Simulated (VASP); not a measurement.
# AlCo (Pm-3m) in VASP: further runs, part 4 of 4

VASP 6.6.1.

### Step 6. Relaxation of cell and atoms, PBEsol, collinear spin, ferromagnetic start, target pressure 30 GPa, at which the enthalpy is minimised

INCAR

```
PREC     = Accurate       # precision mode
ENCUT    = 600            # plane-wave cutoff, eV
EDIFF    = 1E-6           # SCF threshold, eV
ISMEAR   = -1             # smearing method
SIGMA    = 0.05           # smearing width, eV
LREAL    = F              # projectors in reciprocal space
LASPH    = T              # aspherical terms in the spheres
NELM     = 150            # most SCF steps
ALGO     = Fast           # electronic algorithm
ISIF     = 3              # what is computed and relaxed
LWAVE    = F              # write WAVECAR
LCHARG   = F              # write CHGCAR
ISPIN    = 2              # spin polarisation
MAGMOM   = 2 0            # initial moments
LORBIT   = 11             # projections on sites
LMAXMIX  = 4              # l up to which the mixer works
GGA      = PS             # functional
IBRION   = 2              # ionic algorithm
NSW      = 60             # ionic steps
EDIFFG   = -0.01          # ionic threshold
PSTRESS  = 300.0
```

KPOINTS

```
regular mesh
0
Gamma
  9 9 9
```

POSCAR

```
AlCo
1.0
    2.8194032100      0.0000000000      0.0000000000
    0.0000000000      2.8194032100      0.0000000000
    0.0000000000      0.0000000000      2.8194032100
Co Al
1 1
Direct
    0.5000000000      0.5000000000      0.5000000000
    0.0000000000      0.0000000000      0.0000000000
```

Potentials or basis: VASP PAW PBE potentials, release 64 (Co, Al).

Run with:

```console
$ cat potpaw_PBE.64/Co/POTCAR potpaw_PBE.64/Al/POTCAR > POTCAR
$ mpirun -np 1 vasp_std > vasp.out
```

OUTCAR:

```text
PREC = Accurate
   ENCUT = 600
   EDIFF = 1E-6
   ISMEAR = -1
   LREAL = F
   LASPH = T
   NELM = 150
   ISIF = 3
   ISPIN = 2
   LORBIT = 11
   GGA = PS
   IBRION = 2
   NSW = 60
   EDIFFG = -0.01
   PSTRESS = 300.0

 ion  position               nearest neighbor table
   1  0.500  0.500  0.500-   2 2.44   2 2.44   2 2.44   2 2.44   2 2.44   2 2.44   2 2.44   2 2.44

   2  0.000  0.000  0.000-   1 2.44   1 2.44   1 2.44   1 2.44   1 2.44   1 2.44   1 2.44   1 2.44

  LATTYP: Found a simple cubic cell.
 ALAT       =     2.8194032100

  Lattice vectors:

 A1 = (   2.8194032100,   0.0000000000,   0.0000000000)
 A2 = (   0.0000000000,   2.8194032100,   0.0000000000)
 A3 = (   0.0000000000,   0.0000000000,   2.8194032100)

Analysis of symmetry for initial positions (statically):
=====================================================================
 Subroutine PRICEL returns:
[... 537 lines left out ...]
      8      19.3269      0.00000
      9      19.3269      0.00000
     10      21.9529      0.00000
     11      21.9529      0.00000
[... 310 lines left out ...]
  band No.  band energies     occupation
      1       6.0264      1.00000
      2       7.7268      1.00000
      3       9.3723      1.00000
      4      10.0203      1.00000
      5      10.9262      1.00000
      6      11.0987      1.00000
      7      12.8579      0.00323
      8      16.8885      0.00000
      9      18.4972      0.00000
     10      23.4860      0.00000
     11      25.4966      0.00000

 [... further k-points ...]

 spin component 2

 k-point     1 :       0.0000    0.0000    0.0000
  band No.  band energies     occupation
      1       0.4565      1.00000
      2       8.8471      1.00000
      3       8.8471      1.00000
      4      11.5628      1.00000
      5      11.5628      1.00000
      6      11.5628      1.00000
      7      19.3269      0.00000
      8      19.3269      0.00000
      9      19.3269      0.00000
     10      21.9529      0.00000
     11      21.9529      0.00000
[... 355 lines left out ...]
  energy  without entropy=      -12.8732751491  energy(sigma->0) =      -12.87482015

  enthalpy is  TOTEN    =        -9.1382505097 eV   P V=        3.7381146438

 reached required accuracy - stopping structural energy minimisation

 total charge

# of ion       s       p       d       tot
------------------------------------------
    1        0.498   0.643   7.637   8.778
    2        0.417   0.502   0.000   0.919
--------------------------------------------------
tot          0.915   1.145   7.637   9.696

 magnetization (x)

# of ion       s       p       d       tot
------------------------------------------
    1        0.000   0.000   0.000   0.000
    2       -0.000  -0.000   0.000  -0.000
--------------------------------------------------
tot          0.000  -0.000   0.000   0.000
```

CONTCAR:

```text
AlCo
   1.00000000000000
     2.7127762926052412   -0.0000000000000000   -0.0000000000000000
    -0.0000000000000000    2.7127762926052412   -0.0000000000000000
     0.0000000000000000    0.0000000000000000    2.7127762926052412
  Co              Al
     1     1
Direct
     0.5000000000000000    0.5000000000000000    0.5000000000000000
     0.0000000000000000    0.0000000000000000    0.0000000000000000

  0.00000000E+00  0.00000000E+00  0.00000000E+00
  0.00000000E+00  0.00000000E+00  0.00000000E+00
```

Run time: 49 s. Hardware: 1 thread of Intel Xeon 6975P-C (Granite Rapids), shared host; peak memory 0.17 GiB.

Results:

| Quantity | Value |
| --- | --- |
| Free energy | -12.8764 eV |
| Relaxed volume | 9.98 Å³/atom |
| Relaxed cell | a = 2.713 Å, b = 2.713 Å, c = 2.713 Å, α = 90.00°, β = 90.00°, γ = 90.00° |
| Space group after relaxing (to 0.05 Å) | Pm-3m (No. 221) |
| Energy change on relaxing (the enthalpy is what falls) | +105.6 meV/atom |
| Ionic steps | 9 |
| Pressure after relaxing | 30.1 GPa |
| Band gap on the k mesh | zero (filled and empty bands overlap) |
| Net moment | 0.00 μB per cell |
| Valence electrons inside the program's atomic spheres | Co 8.78; Al 0.92 |

Step by step:
```
step  energy change (eV)  largest force (eV/Å)  pressure (GPa)  volume (Å³)
   1              0.0000                0.0000            0.63        22.41
   2              1.7363                0.0000          120.17        16.39
   3              0.1886                0.0000           27.99        20.09
   4              0.2073                0.0000           29.40        19.98
   5              0.2160                0.0000           30.51        19.94
   6              0.2012                0.0000           28.99        20.02
   7              0.2129                0.0000           30.35        19.96
   8              0.2099                0.0000           29.70        19.97
   9              0.2113                0.0000           30.09        19.96
```

Final structure:
```
Co Al
1.0
     2.71278    0.00000    0.00000
     0.00000    2.71278    0.00000
     0.00000    0.00000    2.71278
Co Al
1 1
Direct
  0.50000 0.50000 0.50000
  0.00000 0.00000 0.00000
```

Levels at points of the mesh, in eV from the Fermi level:
Spin up:
| k point | band 4 | band 5 | band 6 | band 7 | band 8 | band 9 |
| --- | --- | --- | --- | --- | --- | --- |
| (0.00, 0.00, 0.00) | -1.01 | -1.01 | -1.01 | 6.76 | 6.76 | 6.76 |
Spin down:
```
           k point  band 4  band 5  band 6  band 7  band 8  band 9
(0.00, 0.00, 0.00)   -1.01   -1.01   -1.01    6.76    6.76    6.76
```

Caveat: the starting moments collapsed, and a magnetic state may lie lower; the cell is relaxed towards a set pressure, so the enthalpy falls and the energy may rise; the PAW data sets were made with another functional, which shifts forces and pressure a little.
